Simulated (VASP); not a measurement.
# Li: single point with BLYP

Crystal: Li.

```
Li
1.0
     1.52723    0.88175    7.43331
    -1.52723    0.88175    7.43331
     0.00000   -1.76350    7.43331
Li
3
Direct
  0.00000 0.00000 0.00000
  0.22219 0.22219 0.22219
  0.77781 0.77781 0.77781
```

| Item | Value |
| --- | --- |
| Program | VASP 6.6.1 |
| Task | single point |
| Functional | BLYP |
| Potentials or basis | VASP PAW PBE potentials, release 64 (Li_sv) |
| Cutoff | 520 eV |
| k mesh | 13 × 13 × 13 |
| Occupations | fermi-dirac, width 0.1 eV |
| Spin | no spin polarisation |

The band gap on the k mesh is zero (an odd number of electrons rules out a gap without spin polarisation).

Forces on the atoms (eV/Å):
```
Li   0.000  0.000  0.000
Li   0.000  0.000  0.002
Li   0.000  0.000 -0.002
```

Levels at points of the mesh, in eV from the Fermi level:
```tsv
k point	band 2	band 3	band 4	band 5	band 6	band 7	band 8	band 9
(0.00, 0.00, 0.00)	-47.20	-47.20	-3.55	-1.58	-1.58	5.80	5.80	12.63
```

It took 14 min on 1 thread of Intel(R) Xeon(R) Platinum 8259CL CPU @ 2.50GHz (Skylake/Cascade Lake), with other jobs on the host, peak memory 0.51 GiB.

Caveat: the PAW data sets were made with another functional, which shifts forces and pressure a little.
